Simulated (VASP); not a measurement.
TiAl: single point with PBE0

Crystal: TiAl.

```
Ti Al
1.0
     2.86880    0.00000    0.00000
    -1.43440    2.48445    0.00000
     0.00000    0.00000    4.62344
Ti Al
1 1
Direct
  0.00000 0.00000 0.00000
  0.33333 0.66667 0.50000
```

```json
{
  "Program": "VASP 6.6.1",
  "Task": "single point",
  "Functional": "PBE0",
  "Potentials or basis": "VASP PAW PBE potentials, release 64 (Ti_sv, Al)",
  "Cutoff": "520 eV",
  "k mesh": "6 × 6 × 3",
  "Occupations": "fermi-dirac, width 0.05 eV",
  "Spin": "no spin polarisation"
}
```

```yaml
Pressure: -0.3 GPa
Band_gap_on_the_k_mesh: zero (an odd number of electrons rules out a gap without spin polarisation)
```

Levels at points of the mesh, in eV from the Fermi level:
```tsv
k point	band 5	band 6	band 7	band 8	band 9	band 10	band 11	band 12
(0.00, 0.00, 0.00)	-10.66	-3.25	-2.60	2.41	2.41	4.19	4.19	5.24
(0.50, 0.00, 0.00)	-4.70	-3.71	-2.07	-1.57	3.42	5.15	5.30	5.36
```

It took 8.1 min on 1 thread of Intel(R) Xeon(R) Platinum 8488C (Sapphire Rapids), on a shared host, peak memory 0.17 GiB.

Caveat: the k points lie up to 0.45 Å⁻¹ apart, too coarse for converged energies and pressures of a metal; the PAW data sets were made with another functional, which shifts forces and pressure a little.
